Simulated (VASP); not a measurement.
Set up this calculation in VASP 6.6.1, as the native input.

```yaml
Task: single point
Functional: PBE
Dispersion: D3(BJ)
Potentials_or_basis: VASP PAW PBE potentials, release 64 (K_sv, I)
Cutoff: 520 eV
k_mesh: 6 × 6 × 6
Occupations: gaussian, width 0.02 eV
Spin: no spin polarisation
Dipole_correction: no
Further_INCAR_settings: ALGO = Normal; EDIFF = 1e-06; NBANDS = 15
```

The structure of KI lies in POSCAR:

```
KI
1.0
    0.0000000000      3.5018000000      3.5018000000
    3.5018000000      0.0000000000      3.5018000000
    3.5018000000      3.5018000000      0.0000000000
K I
1 1
Direct
    0.0000000000      0.0000000000      0.0000000000
    0.5000000000      0.5000000000      0.5000000000
```

This cell differs from its parent crystal: volume scaled by 1.000 of the coarse rest volume.

One way to write it, as run:

INCAR

```
ALGO     = Normal         # electronic algorithm
EDIFF    = 1E-6           # SCF threshold, eV
ENCUT    = 520            # plane-wave cutoff, eV
GGA      = PE             # functional
ISIF     = 2              # what is computed and relaxed
ISMEAR   = 0              # smearing method
IVDW     = 12             # dispersion correction
LASPH    = True           # aspherical terms in the spheres
LCHARG   = False          # write CHGCAR
LREAL    = False          # projectors in reciprocal space
LWAVE    = False          # write WAVECAR
NBANDS   = 15             # bands
NELM     = 80             # most SCF steps
PREC     = Accurate       # precision mode
SIGMA    = 0.02           # smearing width, eV
```

KPOINTS

```
k-points
0
Gamma
  6 6 6
```

Potentials or basis: VASP PAW PBE potentials, release 64 (K_sv, I).

Launch:

```sh
$ cat potpaw_PBE.64/K_sv/POTCAR potpaw_PBE.64/I/POTCAR > POTCAR
$ mpirun -np 1 vasp_std > vasp.out
```

Results of the run:

The pressure is 0.1 GPa, the band gap on the k mesh is 4.03 eV, direct and the dispersion energy per atom is -0.234 eV.

Caveat: spin-orbit coupling is left out, which moves the levels of the heavy elements.

It took 29 s on 1 thread of Intel(R) Xeon(R) Platinum 8375C CPU @ 2.90GHz (Ice Lake), on a shared host, peak memory 0.24 GiB.
